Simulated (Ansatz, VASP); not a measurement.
## Mo2Ru3 in VASP and in Ansatz

Contents of INCAR:

```
SYSTEM = Mo2Ru3
  ALGO = Fast
  EDIFF = 1E-6
  ENCUT = 520
  GGA = PE
  ISIF = 2
  ISMEAR = 0
  LASPH = .TRUE.
  LCHARG = .FALSE.
  LREAL = .FALSE.
  LWAVE = .FALSE.
  NBANDS = 81
  NELM = 80
  PREC = Accurate
  SIGMA = 0.1
```

File KPOINTS:

```
k-points
0
G
  6 6 1
  0 0 0
```

Contents of POSCAR:

```
Mo2Ru3
1.0
    2.7902752300      0.0000000000      0.0000000000
   -1.3951376100      2.4164492300      0.0000000000
    0.0000000000      0.0000000000     22.5706760600
Mo Ru
4 6
Direct
    0.3333333300      0.6666666700      0.9000000000
    0.3333333300      0.6666666700      0.1000000000
    0.6666666700      0.3333333300      0.2000000000
    0.6666666700      0.3333333300      0.8000000000
    0.3333333300      0.6666666700      0.3000000000
    0.3333333300      0.6666666700      0.5000000000
    0.3333333300      0.6666666700      0.7000000000
    0.6666666700      0.3333333300      0.0000000000
    0.6666666700      0.3333333300      0.4000000000
    0.6666666700      0.3333333300      0.6000000000
```

Input for Ansatz:

```yaml
crystal:
  lattice:
    - [2.79027523, 0.0, 0.0]
    - [-1.39513761, 2.41644923, 0.0]
    - [0.0, 0.0, 22.57067606]
  atoms:
    - { symbol: Mo, position: [0.33333333, 0.66666667, 0.9] }
    - { symbol: Mo, position: [0.33333333, 0.66666667, 0.1] }
    - { symbol: Mo, position: [0.66666667, 0.33333333, 0.2] }
    - { symbol: Mo, position: [0.66666667, 0.33333333, 0.8] }
    - { symbol: Ru, position: [0.33333333, 0.66666667, 0.3] }
    - { symbol: Ru, position: [0.33333333, 0.66666667, 0.5] }
    - { symbol: Ru, position: [0.33333333, 0.66666667, 0.7] }
    - { symbol: Ru, position: [0.66666667, 0.33333333, 0.0] }
    - { symbol: Ru, position: [0.66666667, 0.33333333, 0.4] }
    - { symbol: Ru, position: [0.66666667, 0.33333333, 0.6] }
basis:
  ecutwfc: 420
kpoints:
  mp_grid: { grid: [6, 6, 1] }
hamiltonian:
  xc: pbe
scf:
  occupations: { method: gaussian, width: 0.1 }
  lower_state_search: "off"
output:
  forces: true
  stress: true
  eigenvalues: true
```

Alike in both runs: task single point; functional PBE; k mesh 6 × 6 × 1; occupations gaussian, width 0.1 eV; no spin polarisation.

```csv
,VASP,Ansatz
version,VASP 6.6.1,Ansatz 0.2.0
potentials or method,"VASP PAW PBE potentials, release 64 (Mo_sv, Ru_pv), cutoff 520 eV","scalar-relativistic, plane waves, PAW"
valence electrons in the cell,140,152
```

VASP gave:

- gap on the k mesh at the Fermi level (eV): none
- pressure (GPa): -9.2
- traceless stress, the component that is largest in VASP (GPa): -0.28
- rms of the force components (eV/Å): 0.734

Task: Estimate Ansatz's values.

Result: gap on the k mesh at the Fermi level (eV): none; pressure (GPa): -9.4; traceless stress, the component that is largest in VASP (GPa): -0.28; rms of the force components (eV/Å): 0.728.

Atom by atom the forces differ by 0.006 eV/Å (rms over components). A gap of «none» marks a metal or a gap that the smearing closes. VASP's potentials hold 140 valence electrons a cell and Ansatz's 152, so a difference there can come from the potentials and not from the codes.

The k mesh is coarse, so the values compare programs but aren't converged.
